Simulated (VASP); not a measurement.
# GaB3 (P4/mmm) in VASP: a series of runs

The runs below take GaB3 through single point, relaxation of cell and atoms, with PBE.

Program: VASP 6.6.1. These are calculated values, not measurements. Logs are shortened: lines on timing, memory, paths and dates and some standing lists are left out, and cuts for length are marked.

## 1. The cell of the first run

It takes space group P4/mmm (No. 123, tetragonal). The conventional cell has a = 3.294 Å, b = 3.294 Å, c = 3.260 Å, α = 90.00°, β = 90.00°, γ = 90.00°. Ga (site symmetry 4/mmm) has 12 B at 2.32 to 2.33 Å within 3.1 Å. Within 3.1 Å of B (site symmetry mmm) lie 4 Ga at 2.32 Å and 8 B at 2.32 to 2.33 Å. Within 3.1 Å of B (site symmetry 4/mmm) lie 8 B at 2.32 Å and 4 Ga at 2.33 Å.

## 2. Single point, PBE

File INCAR:

```
  ALGO = Normal
  EDIFF = 1E-7
  ENCUT = 520
  GGA = PE
  ISIF = 2
  ISMEAR = 0
  LASPH = T
  LCHARG = F
  LREAL = F
  LWAVE = F
  NBANDS = 19
  NELM = 80
  PREC = Accurate
  SIGMA = 0.1
```

File KPOINTS:

```
k-points
0
Gamma
  6 6 6
```

File POSCAR:

```
GaB3
1.0
    3.2938836355      0.0000000000      0.0000000000
    0.0000000000      3.2938836355      0.0000000000
    0.0000000000      0.0000000000      3.2600271090
Ga B
1 3
Direct
    0.0000000000      0.0000000000      0.0000000000
    0.0000000000      0.5000000000      0.5000000000
    0.5000000000      0.0000000000      0.5000000000
    0.5000000000      0.5000000000      0.0000000000
```

Potentials or basis: VASP PAW PBE potentials, release 64 (Ga_d, B).

Run with:

```bash
cat potpaw_PBE.64/Ga_d/POTCAR potpaw_PBE.64/B/POTCAR > POTCAR
mpirun -np 1 vasp_std > vasp.out
```

OUTCAR:

```text
EDIFF = 1E-7
   ENCUT = 520
   GGA = PE
   ISIF = 2
   ISMEAR = 0
   LASPH = T
   LREAL = F
   NELM = 80
   PREC = Accurate

 ion  position               nearest neighbor table
   1  0.000  0.000  0.000-   2 2.32   3 2.32   2 2.32   3 2.32   2 2.32   2 2.32   3 2.32   3 2.32
                             4 2.33   4 2.33   4 2.33   4 2.33
   2  0.000  0.500  0.500-   1 2.32   1 2.32   1 2.32   1 2.32
   3  0.500  0.000  0.500-   1 2.32   1 2.32   1 2.32   1 2.32
   4  0.500  0.500  0.000-   1 2.33   1 2.33   1 2.33   1 2.33

  LATTYP: Found a simple tetragonal cell.
 ALAT       =     3.2938836355
 C/A-ratio  =     0.9897213957

  Lattice vectors:

 A1 = (   3.2938836355,   0.0000000000,   0.0000000000)
 A2 = (   0.0000000000,   3.2938836355,   0.0000000000)
 A3 = (   0.0000000000,   0.0000000000,   3.2600271090)

Analysis of symmetry for initial positions (statically):
=====================================================================
 Subroutine PRICEL returns:
 Original cell was already a primitive cell.

 Routine SETGRP: Setting up the symmetry group for a
 simple tetragonal supercell.

 Subroutine GETGRP returns: Found 16 space group operations
 (whereof 16 operations were pure point group operations)
 out of a pool of 16 trial point group operations.

The static configuration has the point symmetry D_4h.

Analysis of symmetry for dynamics (positions and initial velocities):
=====================================================================
 Subroutine PRICEL returns:
 Original cell was already a primitive cell.

 Routine SETGRP: Setting up the symmetry group for a
 simple tetragonal supercell.

 Subroutine GETGRP returns: Found 16 space group operations
 (whereof 16 operations were pure point group operations)
 out of a pool of 16 trial point group operations.

The dynamic configuration has the point symmetry D_4h.

 Subroutine INISYM returns: Found 16 space group operations
 (whereof 16 operations are pure point group operations),
 and found     1 'primitive' translations

----------------------------------------------------------------------------------------

                                     Primitive cell

  volume of cell :      35.3702

  direct lattice vectors                    reciprocal lattice vectors
     3.293883635  0.000000000  0.000000000     0.303592996  0.000000000  0.000000000
     0.000000000  3.293883635  0.000000000     0.000000000  0.303592996  0.000000000
     0.000000000  0.000000000  3.260027109     0.000000000  0.000000000  0.306745915

  length of vectors
     3.293883635  3.293883635  3.260027109     0.303592996  0.303592996  0.306745915

  position of ions in fractional coordinates (direct lattice)
     0.000000000  0.000000000  0.000000000
     0.000000000  0.500000000  0.500000000
     0.500000000  0.000000000  0.500000000
     0.500000000  0.500000000  0.000000000

  ion indices of the primitive-cell ions
   primitive index   ion index
                 1           1
                 2           2
                 3           3
                 4           4

----------------------------------------------------------------------------------------

 KPOINTS: k-points

Automatic generation of k-mesh.
 Grid dimensions read from file:
 generate k-points for:    6    6    6

 Generating k-lattice:

  Cartesian coordinates                     Fractional coordinates (reciprocal lattice)
     0.050598833  0.000000000  0.000000000     0.166666667  0.000000000  0.000000000
     0.000000000  0.050598833  0.000000000     0.000000000  0.166666667  0.000000000
     0.000000000  0.000000000  0.051124319     0.000000000  0.000000000  0.166666667

  Length of vectors
     0.050598833  0.050598833  0.051124319

  Shift w.r.t. Gamma in fractional coordinates (k-lattice)
     0.000000000  0.000000000  0.000000000

 Subroutine IBZKPT returns following result:
 ===========================================

 Found     40 irreducible k-points:

 Following reciprocal coordinates:
            Coordinates               Weight
  0.000000  0.000000  0.000000      1.000000
  0.166667  0.000000  0.000000      4.000000
  0.333333  0.000000  0.000000      4.000000
  0.500000  0.000000  0.000000      2.000000
  0.166667  0.166667  0.000000      4.000000
  0.333333  0.166667  0.000000      8.000000
[... 16 lines left out ...]
  0.333333  0.000000  0.333333      8.000000
  0.500000  0.000000  0.333333      4.000000
 [... further k-points ...]
   k-points           NKPTS =     40   k-points in BZ     NKDIM =     40   number of bands    NBANDS=     19
   number of dos      NEDOS =    301   number of ions     NIONS =      4
   total plane-waves  NPLWV =  13824
   dimension x,y,z NGX =    24 NGY =   24 NGZ =   24
   dimension x,y,z NGXF=    48 NGYF=   48 NGZF=   48
   ions per type =               1   3
   NGX,Y,Z   is equivalent  to a cutoff of  12.11, 12.11, 12.24 a.u.
   NGXF,Y,Z  is equivalent  to a cutoff of  24.23, 24.23, 24.48 a.u.
 SYSTEM =  unknown system
   PREC   = accura    normal or accurate (medium, high low for compatibility)
   ISTART =      0    job   : 0-new  1-cont  2-samecut
   ICHARG =      2    charge: 1-file 2-atom 10-const
   ISPIN  =      1    spin polarized calculation?
   LNONCOLLINEAR =      F non collinear calculations
   LSORBIT =      F    spin-orbit coupling
   LASPH  =      T    aspherical Exc in radial PAW
   ENCUT  =  520.0 eV  38.22 Ry    6.18 a.u.   6.12  6.12  6.06*2*pi/ulx,y,z
   NELM   =     80;   NELMIN=  2; NELMDL= -5     # of ELM steps
   EDIFF  = 0.1E-06   stopping-criterion for ELM
   LREAL  =      F    real-space projection
   EDIFFG = 0.1E-05   stopping-criterion for IOM
   NSW    =      0    number of steps for IOM
   IBRION =     -1    ionic relax: 0-MD 1-quasi-New 2-CG
   NFREE  =      0    steps in history (QN), initial steepest desc. (CG)
   ISIF   =      2    stress and relaxation
   ISYM   =      2    0-nonsym 1-usesym 2-fastsym
   POTIM  = 0.5000    time-step for ionic-motion
   TEBEG  =    0.0;   TEEND  =   0.0 temperature during run
   PSTRESS=    0.0 pullay stress
   NELECT =      22.0000    total number of electrons
   NUPDOWN=      -1.0000    fix difference up-down
   EMIN   =  10.00;   EMAX   =-10.00  energy-range for DOS
   EFERMI =   0.00;   METHOD = LEGACY
   ISMEAR =     0;   SIGMA  =   0.10  broadening in eV -4-tet -1-fermi 0-gaus
   EFERMI_NEDOS =   21; number of points for ismear=-14 and -15
   IALGO  =     38    algorithm
   IMIX   =      4    mixing-type and parameters
     AMIX     =   0.40;   BMIX     =  1.00
     AMIX_MAG =   1.60;   BMIX_MAG =  1.00
  volume/ion in A,a.u.               =       8.84        59.67
  Fermi-wavevector in a.u.,A,eV,Ry     =   1.397451  2.640799 26.570387  1.952868
  Thomas-Fermi vector in A             =   2.520706
   LORBIT       =      0    0 simple, 1 ext, 2 COOP (PROOUT), +10 PAW based schemes
   GGA     = PE    functional components
   LHFCALC =     F    Hartree Fock is set to
   AEXX    =    0.0000 exact exchange contribution
   IVDW    =     0    specifies the selected vdW correction
   LEPSILON=     F    determine dielectric tensor
   LRPA    =     F    only Hartree local field effects (RPA)
 non-spin polarized calculation
 Gauss-broadening in eV      SIGMA  =   0.10
  energy-cutoff  :      520.00
  volume of cell :       35.37
 maximum number of plane-waves:       976
   NGX = 13   NGY = 13   NGZ = 13

 number of electron      22.0000018 magnetization

 Free energy of the ion-electron system (eV)
  ---------------------------------------------------
  ext. energy  EPLUGINS =         0.00000000
  ---------------------------------------------------
  free energy    TOTEN  =       -16.53790853 eV

  energy without entropy =      -16.52931227  energy(sigma->0) =      -16.53361040

 E-fermi :   8.4730     XC(G=0): -12.4208

 val. band max:        8.4413927470   @ k =   0.3333   0.1667   0.3333
 cond. band min:       8.5265645917   @ k =   0.5000   0.3333   0.0000
 fundamental gap:      0.0851718447
 Fermi energy:         8.4730121941

 k-point     1 :       0.0000    0.0000    0.0000
  band No.  band energies     occupation
      1      -7.2848      2.00000
      2      -7.1050      2.00000
      3      -7.1048      2.00000
      4      -6.9092      2.00000
      5      -6.9085      2.00000
      6      -6.9085      2.00000
[... 11 lines left out ...]
     18      14.9013      0.00000
     19      21.5886      0.00000

 k-point     2 :       0.1667    0.0000    0.0000
  band No.  band energies     occupation
      1      -7.1035      2.00000
      2      -7.1005      2.00000
      3      -6.9364      2.00000
      4      -6.9354      2.00000
      5      -6.9141      2.00000
      6      -6.9070      2.00000
[... 11 lines left out ...]
     18      14.4494      0.00000
     19      21.8920      0.00000

 k-point     3 :       0.3333    0.0000    0.0000
  band No.  band energies     occupation
      1      -7.0965      2.00000
      2      -7.0586      2.00000
      3      -6.9895      2.00000
      4      -6.9881      2.00000
      5      -6.9039      2.00000
      6      -5.8623      2.00000
[... 11 lines left out ...]
     18      14.7764      0.00000
     19      20.2922      0.00000

 k-point     4 :       0.5000    0.0000    0.0000
  band No.  band energies     occupation
      1      -7.0936      2.00000
      2      -7.0395      2.00000
      3      -7.0154      2.00000
      4      -7.0139      2.00000
      5      -6.9024      2.00000
      6      -4.1703      2.00000
[... 407 lines left out ...]
     18      15.1163      0.00000
     19      18.4616      0.00000

 k-point    23 :       0.3333    0.0000    0.3333
  band No.  band energies     occupation
      1      -7.1415      2.00000
      2      -7.0648      2.00000
      3      -6.9836      2.00000
      4      -6.9749      2.00000
      5      -6.9191      2.00000
      6      -4.4441      2.00000
[... 11 lines left out ...]
     18      15.9083      0.00000
     19      15.9205      0.00000

 k-point    24 :       0.5000    0.0000    0.3333
  band No.  band energies     occupation
      1      -7.1793      2.00000
      2      -7.0587      2.00000
      3      -7.0001      2.00000
      4      -6.9780      2.00000
      5      -6.8828      2.00000
      6      -2.8241      2.00000
[... 11 lines left out ...]
     18      15.6699      0.00000
     19      15.7994      0.00000

 [... further k-points ...]
[... 5 lines left out ...]
  --------------------------------------------------------------------------------------
  -------------------------------------------------------------------------------------
  Total        0.6657149      0.6657149     -0.6186128      0.0000000      0.0000000      0.0000000
  in kB       30.1551280     30.1551280    -28.0215273      0.0000000      0.0000000      0.0000000
  external PRESSURE =      10.7629095 kB  Pullay stress =       0.0000000 kB

 VOLUME and BASIS-vectors are now :
 -----------------------------------------------------------------------------
  energy-cutoff  :      520.00
  volume of cell :       35.37
      direct lattice vectors                 reciprocal lattice vectors
     3.293883635  0.000000000  0.000000000     0.303592996  0.000000000  0.000000000
     0.000000000  3.293883635  0.000000000     0.000000000  0.303592996  0.000000000
     0.000000000  0.000000000  3.260027109     0.000000000  0.000000000  0.306745915

 POSITION                                       TOTAL-FORCE (eV/Angst)
 -----------------------------------------------------------------------------------
      0.00000      0.00000      0.00000         0.000000      0.000000      0.000000
      0.00000      1.64694      1.63001         0.000000      0.000000      0.000000
      1.64694      0.00000      1.63001         0.000000      0.000000      0.000000
      1.64694      1.64694      0.00000         0.000000      0.000000      0.000000
 -----------------------------------------------------------------------------------
    total drift:                                0.000000      0.000000      0.000000

  FREE ENERGIE OF THE ION-ELECTRON SYSTEM (eV)
  ---------------------------------------------------
  free  energy   TOTEN  =       -16.5379085298 eV

  energy  without entropy=      -16.5293122719  energy(sigma->0) =      -16.53361040
```

Wall time 12 s (1 thread of Intel Xeon Platinum 8259CL at 2.50GHz (Skylake/Cascade Lake), shared host); peak memory 0.15 GiB.

Results:

| Item | Value |
| --- | --- |
| Free energy | -16.5379 eV |
| Pressure | 1.1 GPa |
| Band gap on the k mesh | zero (bands 11 and 12 overlap by 6.37 eV) |

## 3. Single point, PBE

File INCAR:

```
PREC = Accurate
ENCUT = 520
EDIFF = 1E-6
ISMEAR = 0
SIGMA = 0.1
LREAL = F
LASPH = T
NELM = 100
ALGO = Normal
ISIF = 2
LWAVE = F
LCHARG = F
GGA = PE
NBANDS = 19
```

File KPOINTS:

```
regular mesh
0
Gamma
  14 14 14
```

File POSCAR:

```
GaB3
1.0
    3.2822249411      0.0000000000      0.0000000000
    0.0000000000      3.2822249411      0.0000000000
    0.0000000000      0.0000000000      3.2769697385
Ga B
1 3
Direct
    0.0000000000      0.0000000000      0.0000000000
    0.0000000000      0.5000000000      0.5000000000
    0.5000000000      0.0000000000      0.5000000000
    0.5000000000      0.5000000000      0.0000000000
```

Potentials or basis: VASP PAW PBE potentials, release 64 (Ga_d, B).

Run with:

```bash
cat potpaw_PBE.64/Ga_d/POTCAR potpaw_PBE.64/B/POTCAR > POTCAR
mpirun -np 1 vasp_std > vasp.out
```

It took 80 s on 1 thread of Intel Xeon Platinum 8259CL at 2.50GHz (Skylake/Cascade Lake), shared host; peak memory 0.28 GiB.

It converged, with:

* Free energy: -16.4774 eV
* Pressure: 0.2 GPa
* Band gap on the k mesh: zero (bands 11 and 12 overlap by 6.50 eV)

Levels at points of the mesh, in eV from the Fermi level:
```
           k point  band 9  band 10  band 11  band 12  band 13  band 14
(0.00, 0.00, 0.00)   -5.14    -1.60    -1.57     0.35     3.61     3.61
(0.50, 0.00, 0.00)   -2.02    -1.45    -1.42     0.23     0.32     1.36
(0.50, 0.50, 0.00)   -9.01     0.87     0.87     0.92     2.72     3.00
(0.00, 0.00, 0.50)   -2.04    -1.44    -1.44     0.21     0.31     1.35
(0.50, 0.00, 0.50)   -9.00     0.86     0.86     0.90     2.69     2.96
(0.50, 0.50, 0.50)   -7.13    -5.44    -5.44    -5.44    -4.31     8.39
```

## 4. Relaxation of cell and atoms, PBE

File INCAR:

```
SYSTEM = GaB3
  ALGO = Normal
  EDIFF = 1E-6
  EDIFFG = -0.01
  ENCUT = 600
  GGA = PE
  IBRION = 2
  ISIF = 3
  ISMEAR = 0
  LASPH = .True.
  LCHARG = .False.
  LREAL = .False.
  LWAVE = .False.
  NELM = 60
  NSW = 100
  PREC = Accurate
  SIGMA = 0.1
```

File KPOINTS:

```
k-points
0
Gamma
  14 14 14
  0 0 0
```

File POSCAR:

```
GaB3
1.0
    3.2938836355      0.0000000000      0.0000000000
    0.0000000000      3.2938836355      0.0000000000
    0.0000000000      0.0000000000      3.2600271090
Ga B
1 3
Direct
    0.0000000000      0.0000000000      0.0000000000
    0.0000000000      0.5000000000      0.5000000000
    0.5000000000      0.0000000000      0.5000000000
    0.5000000000      0.5000000000      0.0000000000
```

Run with:

```bash
cat potpaw_PBE.64/Ga_d/POTCAR potpaw_PBE.64/B/POTCAR > POTCAR
mpirun -np 1 vasp_std > vasp.out
```

Run time: 5.8 min. Hardware: 1 thread of Intel Xeon Platinum 8259CL at 2.50GHz (Skylake/Cascade Lake), shared host; peak memory 0.31 GiB.

The run converged. Its results:

```
Free energy                           : -16.4782 eV
Relaxed volume                        : 8.83 Å³/atom
Relaxed cell                          : a = 3.289 Å, b = 3.289 Å, c = 3.265 Å, α = 90.00°, β = 90.00°, γ = 90.00°
Space group after relaxing (to 0.1 Å) : Pm-3m (No. 221)
Energy gained by relaxing             : 0.0 meV/atom
Ionic steps                           : 5
Pressure after relaxing               : 0.0 GPa
Band gap on the k mesh                : zero (bands 11 and 12 overlap by 6.60 eV)
```

Stress tensor (GPa, compression positive):
```
-0.02  0.00  0.00
 0.00 -0.02  0.00
 0.00  0.00  0.17
```

The path:
```tsv
step	energy change (eV)	largest force (eV/Å)	pressure (GPa)	volume (Å³)
1	0.0000	0.0000	-0.15	35.37
2	-0.0001	0.0000	0.07	35.33
3	-0.0001	0.0000	0.04	35.32
4	-0.0001	0.0000	0.15	35.30
5	-0.0001	0.0000	0.04	35.31
```

Final structure:
```
Ga B
1.0
     3.28877    0.00000    0.00000
     0.00000    3.28877    0.00000
     0.00000    0.00000    3.26481
Ga B
1 3
Direct
  0.00000 0.00000 0.00000
  0.00000 0.50000 0.50000
  0.50000 0.00000 0.50000
  0.50000 0.50000 0.00000
```

Levels at points of the mesh, in eV from the Fermi level:
| k point | band 8 | band 9 | band 10 | band 11 | band 12 | band 13 | band 14 | band 15 |
| --- | --- | --- | --- | --- | --- | --- | --- | --- |
| (0.00, 0.00, 0.00) | -5.20 | -5.07 | -1.66 | -1.52 | 0.36 | 3.60 | 3.60 | 3.62 |
| (0.50, 0.00, 0.00) | -2.09 | -1.97 | -1.50 | -1.37 | 0.23 | 0.34 | 1.40 | 2.46 |
| (0.50, 0.50, 0.00) | -9.43 | -9.03 | 0.91 | 0.91 | 0.96 | 2.81 | 3.08 | 3.08 |
| (0.00, 0.00, 0.50) | -2.04 | -2.04 | -1.44 | -1.44 | 0.17 | 0.27 | 1.31 | 2.39 |
| (0.50, 0.00, 0.50) | -9.38 | -8.99 | 0.84 | 0.84 | 0.88 | 2.64 | 2.91 | 2.93 |
| (0.50, 0.50, 0.50) | -7.34 | -7.12 | -5.44 | -5.44 | -5.44 | -4.31 | 8.32 | 8.44 |

## 5. Overview

```csv
task,cell,k mesh,cutoff (eV),gap on the mesh (eV),pressure (GPa)
single point,"a = 3.294, b = 3.294, c = 3.260 Å, 4 atoms",6 × 6 × 6,520,none,1.1
single point,"a = 3.282, b = 3.282, c = 3.277 Å, 4 atoms",14 × 14 × 14,520,none,0.2
relaxation of cell and atoms,"relaxed from a = 3.294, b = 3.294, c = 3.260 Å, 4 atoms",14 × 14 × 14,600,none,0.0
```

Alike in all rows: level PBE; potentials or basis VASP PAW PBE potentials, release 64 (Ga_d, B); no spin polarisation; smearing gaussian 0.1 eV.

Total energies depend on the potentials used, so only differences within one code and one set of settings carry meaning.
